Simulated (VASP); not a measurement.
# NiO (Fm-3m) in VASP: notebook

The runs below take NiO through single point, with PBE+U.

All numbers are computed with VASP 6.6.1; they aren't measurements. Logs are shortened: lines on timing, memory, paths and dates and some standing lists are left out, and cuts for length are marked.

## (1) The cell of the first run

Symmetry: Fm-3m, No. 225, cubic system. Conventional cell: a = 4.172 Å, b = 4.172 Å, c = 4.172 Å, α = 90.00°, β = 90.00°, γ = 90.00°. Within 2.8 Å of Ni (site symmetry m-3m) lie 6 O at 2.09 Å. O (site symmetry m-3m) has 6 Ni at 2.09 Å within 2.8 Å.

## (2) Single point, PBE+U, collinear spin, ferromagnetic start

Input file INCAR:

```
PREC = Accurate ; ENCUT = 520
EDIFF = 1E-6 ; ISMEAR = -1
SIGMA = 0.1 ; LREAL = F
LASPH = T ; NELM = 150
ALGO = Normal ; ISIF = 2
LWAVE = F ; LCHARG = F
ISPIN = 2 ; MAGMOM = 1.5 0
LORBIT = 11 ; LMAXMIX = 4
LDAU = T ; LDAUTYPE = 2
LDAUL = 2 -1 ; LDAUU = 5 0
LDAUJ = 0 0 ; LDAUPRINT = 1
GGA = PE ; NBANDS = 19
```

Input file KPOINTS:

```
regular mesh
0
Gamma
  4 4 4
```

Input file POSCAR:

```
NiO
1.0
    0.0000000000      2.0859020000      2.0859020000
    2.0859020000      0.0000000000      2.0859020000
    2.0859020000      2.0859020000      0.0000000000
Ni O
1 1
Direct
    0.0000000000      0.0000000000      0.0000000000
    0.5000000000      0.5000000000      0.5000000000
```

Potentials or basis: VASP PAW PBE potentials, release 64 (Ni, O).

Run with:

```sh
> cat potpaw_PBE.64/Ni/POTCAR potpaw_PBE.64/O/POTCAR > POTCAR
> mpirun -np 1 vasp_std > vasp.out
```

OUTCAR:

```text
PREC = Accurate
   ENCUT = 520
   EDIFF = 1E-6
   ISMEAR = -1
   LREAL = F
   LASPH = T
   NELM = 150
   ISIF = 2
   ISPIN = 2
   LORBIT = 11
   GGA = PE

 ion  position               nearest neighbor table
   1  0.000  0.000  0.000-   2 2.09   2 2.09   2 2.09   2 2.09   2 2.09   2 2.09
   2  0.500  0.500  0.500-   1 2.09   1 2.09   1 2.09   1 2.09   1 2.09   1 2.09

  LATTYP: Found a face centered cubic cell.
 ALAT       =     4.1718040000

  Lattice vectors:

 A1 = (   0.0000000000,   2.0859020000,   2.0859020000)
 A2 = (   2.0859020000,   0.0000000000,   2.0859020000)
 A3 = (   2.0859020000,   2.0859020000,   0.0000000000)

Analysis of symmetry for initial positions (statically):
=====================================================================
 Subroutine PRICEL returns:
 Original cell was already a primitive cell.

 Routine SETGRP: Setting up the symmetry group for a
 face centered cubic supercell.

 Subroutine GETGRP returns: Found 48 space group operations
 (whereof 48 operations were pure point group operations)
 out of a pool of 48 trial point group operations.

The static configuration has the point symmetry O_h .

Analysis of symmetry for dynamics (positions and initial velocities):
=====================================================================
 Subroutine PRICEL returns:
 Original cell was already a primitive cell.

 Routine SETGRP: Setting up the symmetry group for a
 face centered cubic supercell.

 Subroutine GETGRP returns: Found 48 space group operations
 (whereof 48 operations were pure point group operations)
 out of a pool of 48 trial point group operations.

The dynamic configuration has the point symmetry O_h .

Analysis of structural, dynamic, and magnetic symmetry:
=====================================================================
 Subroutine PRICEL returns:
 Original cell was already a primitive cell.

 Routine SETGRP: Setting up the symmetry group for a
 face centered cubic supercell.

 Subroutine GETGRP returns: Found 48 space group operations
 (whereof 48 operations were pure point group operations)
 out of a pool of 48 trial point group operations.

The overall configuration has the point symmetry O_h .

[... 150 lines left out ...]
  o =  0.9801  v =  1.0000  0.0000  0.0000  0.0000  0.0000  0.0000  0.0000  0.0000  0.0000  0.0000      0.0000  0.0000  0.0000  0.0000  0.0000  0.0000  0.0000  0.0000  0.0000  0.0000
  o =  0.9801  v =  0.0000  0.6484 -0.0000 -0.7613 -0.0000  0.0000  0.0000  0.0000  0.0000  0.0000      0.0000  0.0000  0.0000  0.0000  0.0000  0.0000  0.0000  0.0000  0.0000  0.0000
  o =  0.9801  v =  0.0000 -0.7613  0.0000 -0.6484  0.0000  0.0000  0.0000  0.0000  0.0000  0.0000      0.0000  0.0000  0.0000  0.0000  0.0000  0.0000  0.0000  0.0000  0.0000  0.0000
  o =  1.0323  v =  0.0000  0.0000 -0.0097 -0.0000  1.0000  0.0000  0.0000  0.0000  0.0000  0.0000      0.0000  0.0000  0.0000  0.0000  0.0000  0.0000  0.0000  0.0000  0.0000  0.0000
  o =  1.0323  v =  0.0000  0.0000  1.0000 -0.0000  0.0097  0.0000  0.0000  0.0000  0.0000  0.0000      0.0000  0.0000  0.0000  0.0000  0.0000  0.0000  0.0000  0.0000  0.0000  0.0000

 number of electron      16.0000001 magnetization       1.9999789

 Free energy of the ion-electron system (eV)
  ---------------------------------------------------
  ext. energy  EPLUGINS =         0.00000000
  ---------------------------------------------------
  free energy    TOTEN  =       -10.32331057 eV

  energy without entropy =      -10.32329511  energy(sigma->0) =      -10.32330284

 E-fermi :   8.0662     XC(G=0): -12.6685

 val. band max:        7.0655736410   @ k =   0.5000   0.0000   0.0000
 cond. band min:       8.9344645917   @ k =   0.0000   0.0000   0.0000
 fundamental gap:      1.8688909507
 Fermi energy:         8.0662206556

 spin component 1

 k-point     1 :       0.0000    0.0000    0.0000
  band No.  band energies     occupation
      1     -12.0951      1.00000
      2       1.4942      1.00000
      3       1.4943      1.00000
      4       2.5018      1.00000
      5       2.5018      1.00000
      6       2.5018      1.00000
[... 152 lines left out ...]
      5       2.3388      1.00000
      6       3.3713      1.00000
[... 11 lines left out ...]
     18      40.8184      0.00000
     19      43.8048      0.00000
 Fermi energy:         8.0662206556

 spin component 2

 k-point     1 :       0.0000    0.0000    0.0000
  band No.  band energies     occupation
      1     -11.7437      1.00000
      2       3.4766      1.00000
      3       3.4771      1.00000
      4       3.4772      1.00000
      5       5.7711      1.00000
      6       5.7711      1.00000
[... 153 lines left out ...]
      6       4.7967      1.00000
[... 11 lines left out ...]
     18      40.8761      0.00000
     19      44.2467      0.00000

------------------------ aborting loop because EDIFF is reached ----------------------------------------

  FORCE on cell =-STRESS in cart. coord.  units (eV):
  Direction    XX          YY          ZZ          XY          YZ          ZX
  --------------------------------------------------------------------------------------
  -------------------------------------------------------------------------------------
  Total        0.5375553      0.5375553      0.5375553      0.0000000      0.0000000      0.0000000
  in kB       47.4484512     47.4484512     47.4484512      0.0000000      0.0000000      0.0000000
  external PRESSURE =      47.4484512 kB  Pullay stress =       0.0000000 kB

 VOLUME and BASIS-vectors are now :
 -----------------------------------------------------------------------------
  energy-cutoff  :      520.00
  volume of cell :       18.15
      direct lattice vectors                 reciprocal lattice vectors
     0.000000000  2.085902000  2.085902000    -0.239704454  0.239704454  0.239704454
     2.085902000  0.000000000  2.085902000     0.239704454 -0.239704454  0.239704454
     2.085902000  2.085902000  0.000000000     0.239704454  0.239704454 -0.239704454

 POSITION                                       TOTAL-FORCE (eV/Angst)
 -----------------------------------------------------------------------------------
      0.00000      0.00000      0.00000         0.000000      0.000000      0.000000
      2.08590      2.08590      2.08590        -0.000000     -0.000000      0.000000
 -----------------------------------------------------------------------------------
    total drift:                                0.000000     -0.000000     -0.000000

  FREE ENERGIE OF THE ION-ELECTRON SYSTEM (eV)
  ---------------------------------------------------
  free  energy   TOTEN  =       -10.3233105720 eV

  energy  without entropy=      -10.3232951055  energy(sigma->0) =      -10.32330284

 total charge

# of ion       s       p       d       tot
------------------------------------------
    1        0.343   0.426   8.223   8.991
    2        1.547   3.483   0.000   5.030
--------------------------------------------------
tot          1.890   3.909   8.223  14.022

 magnetization (x)

# of ion       s       p       d       tot
------------------------------------------
    1        0.011   0.012   1.759   1.782
    2        0.020   0.184   0.000   0.204
--------------------------------------------------
tot          0.031   0.197   1.759   1.986
```

OSZICAR:

```text
N       E                     dE             d eps       ncg     rms          rms(c)
DAV:   1     0.903895603052E+02    0.90390E+02   -0.69548E+03   659   0.103E+03
DAV:   2    -0.433618352807E+01   -0.94726E+02   -0.82982E+02   625   0.237E+02
DAV:   3    -0.102734876864E+02   -0.59373E+01   -0.58214E+01   696   0.610E+01
DAV:   4    -0.103252867021E+02   -0.51799E-01   -0.51769E-01   660   0.557E+00
DAV:   5    -0.103258869589E+02   -0.60026E-03   -0.60024E-03   683   0.583E-01    0.161E+01
DAV:   6    -0.100675093520E+02    0.25838E+00   -0.10714E+01   644   0.620E+01    0.187E+01
DAV:   7    -0.100640348491E+02    0.34745E-02   -0.11242E+00   677   0.249E+01    0.913E+00
DAV:   8    -0.102384656946E+02   -0.17443E+00   -0.15590E-01   692   0.358E+00    0.554E+00
DAV:   9    -0.103181005613E+02   -0.79635E-01   -0.38533E-02   669   0.541E+00    0.465E-01
DAV:  10    -0.103229561569E+02   -0.48556E-02   -0.22418E-02   743   0.165E+00    0.375E-01
DAV:  11    -0.103230366259E+02   -0.80469E-04   -0.22685E-03   737   0.805E-01    0.120E-01
DAV:  12    -0.103232546292E+02   -0.21800E-03   -0.14777E-04   651   0.302E-01    0.477E-02
DAV:  13    -0.103233074690E+02   -0.52840E-04   -0.64385E-05   783   0.142E-01    0.173E-02
DAV:  14    -0.103233105380E+02   -0.30690E-05   -0.14943E-05   673   0.317E-02    0.532E-03
DAV:  15    -0.103233105720E+02   -0.34049E-07   -0.16813E-07   366   0.793E-03
   1 F= -.10323311E+02 E0= -.10323303E+02  d E =-.154665E-04  mag=     2.0000
```

stdout:

```text
POSCAR found type information on POSCAR NiO
 POSCAR found :  2 types and       2 ions
 scaLAPACK will be used
 LDA part: xc-table for (Slater+PW92), standard interpolation
 POSCAR, INCAR and KPOINTS ok, starting setup
 FFT: planning ... GRIDC
 FFT: planning ... GRID_SOFT
 FFT: planning ... GRID
 WAVECAR not read
 entering main loop
```

It took 5.4 s on 1 thread of Intel Xeon Platinum 8481C at 2.70GHz (Sapphire Rapids), shared host; peak memory 0.14 GiB.

Results:

* Free energy: -10.3233 eV
* Pressure: 4.7 GPa
* Band gap on the k mesh: 1.87 eV, indirect (least direct gap 2.77 eV)
* Net moment: 2.00 μB per cell
* Site moments: Ni +1.78; O +0.20 μB
* Valence electrons inside the program's atomic spheres: Ni 8.99; O 5.03

Levels at points of the mesh, in eV from the valence-band top:
Spin up:
| k point | band 6 | band 7 | band 8 | band 9 | band 10 | band 11 | band 12 | band 13 |
| --- | --- | --- | --- | --- | --- | --- | --- | --- |
| (0.00, 0.00, 0.00) | -4.56 | -1.70 | -1.70 | -1.70 | 2.55 | 18.19 | 18.19 | 18.19 |
| (0.50, 0.00, 0.00) | -4.02 | -2.84 | 0.00 | 0.00 | 6.55 | 10.99 | 14.85 | 14.85 |
| (0.50, 0.50, 0.00) | -3.69 | -3.69 | -3.07 | -3.07 | 6.91 | 11.70 | 11.74 | 17.60 |
Spin down:
| k point | band 5 | band 6 | band 7 | band 8 | band 9 | band 10 |
| --- | --- | --- | --- | --- | --- | --- |
| (0.00, 0.00, 0.00) | -1.29 | -1.29 | -1.29 | 1.87 | 1.87 | 2.90 |
| (0.50, 0.00, 0.00) | -2.03 | -2.03 | -1.91 | 4.35 | 4.35 | 6.72 |
| (0.50, 0.50, 0.00) | -2.69 | -2.63 | -2.63 | 2.32 | 2.81 | 7.52 |

Eigenvalues of the final occupation matrices:
```
    site  spin  trace               eigenvalues
site 1 d     1   5.00  0.98 0.98 0.98 1.03 1.03
site 1 d     2   3.24  0.15 0.15 0.98 0.98 0.98
```

Caveat: the k points lie up to 0.65 Å⁻¹ apart; a cell with one magnetic atom can't hold antiferromagnetic order, which such compounds often take.

## (3) Single point, PBE+U, collinear spin, ferromagnetic start

Input file INCAR:

```
SYSTEM = NiO
PREC     = Accurate       ! precision mode
ENCUT    = 520            ! plane-wave cutoff, eV
EDIFF    = 1E-6           ! SCF threshold, eV
ISMEAR   = -1             ! smearing method
SIGMA    = 0.1            ! smearing width, eV
LREAL    = .False.        ! projectors in reciprocal space
LASPH    = .True.         ! aspherical terms in the spheres
NELM     = 150            ! most SCF steps
ALGO     = Normal         ! electronic algorithm
ISIF     = 2              ! what is computed and relaxed
LWAVE    = .False.        ! write WAVECAR
LCHARG   = .False.        ! write CHGCAR
ISPIN    = 2              ! spin polarisation
MAGMOM   = 1.5 0          ! initial moments
LORBIT   = 11             ! projections on sites
LMAXMIX  = 4              ! l up to which the mixer works
LDAU     = .True.         ! DFT+U
LDAUTYPE = 2            
LDAUL    = 2 -1           ! shell
LDAUU    = 5 0            ! U, eV
LDAUJ    = 0 0          
LDAUPRINT= 1            
GGA      = PE             ! functional
NBANDS   = 19             ! bands
```

Input file KPOINTS:

```
regular mesh
0
Gamma
  9 9 9
  0 0 0
```

POSCAR is that of step 2.

Potentials or basis: VASP PAW PBE potentials, release 64 (Ni, O).

Run with:

```sh
> cat potpaw_PBE.64/Ni/POTCAR potpaw_PBE.64/O/POTCAR > POTCAR
> mpirun -np 1 vasp_std > vasp.out
```

Run time: 12 s. Hardware: 1 thread of Intel Xeon Platinum 8481C at 2.70GHz (Sapphire Rapids), shared host; peak memory 0.16 GiB.

It converged, with:

```yaml
Free_energy: -10.3348 eV
Pressure: 4.8 GPa
Band_gap_on_the_k_mesh: 1.92 eV, indirect (least direct gap 2.63 eV)
Net_moment: 2.00 μB per cell
Site_moments: Ni +1.78; O +0.20 μB
Valence_electrons_inside_the_program's_atomic_spheres: Ni 8.99; O 5.03
```

Levels at points of the mesh, in eV from the valence-band top:
Spin up:
```csv
k point,band 7,band 8,band 9,band 10,band 11,band 12
"(0.00, 0.00, 0.00)",-1.66,-1.66,-1.66,2.59,18.23,18.23
```
Spin down:
```
           k point  band 4  band 5  band 6  band 7  band 8  band 9  band 10  band 11
(0.00, 0.00, 0.00)   -3.54   -1.26   -1.26   -1.26    1.92    1.92     2.95    18.49
```

Eigenvalues of the final occupation matrices:
| site | spin | trace | eigenvalues |
| --- | --- | --- | --- |
| site 1 d | 1 | 5.00 | 0.98 0.98 0.98 1.03 1.03 |
| site 1 d | 2 | 3.24 | 0.15 0.15 0.98 0.98 0.98 |

Caveat: a cell with one magnetic atom can't hold antiferromagnetic order, which such compounds often take.
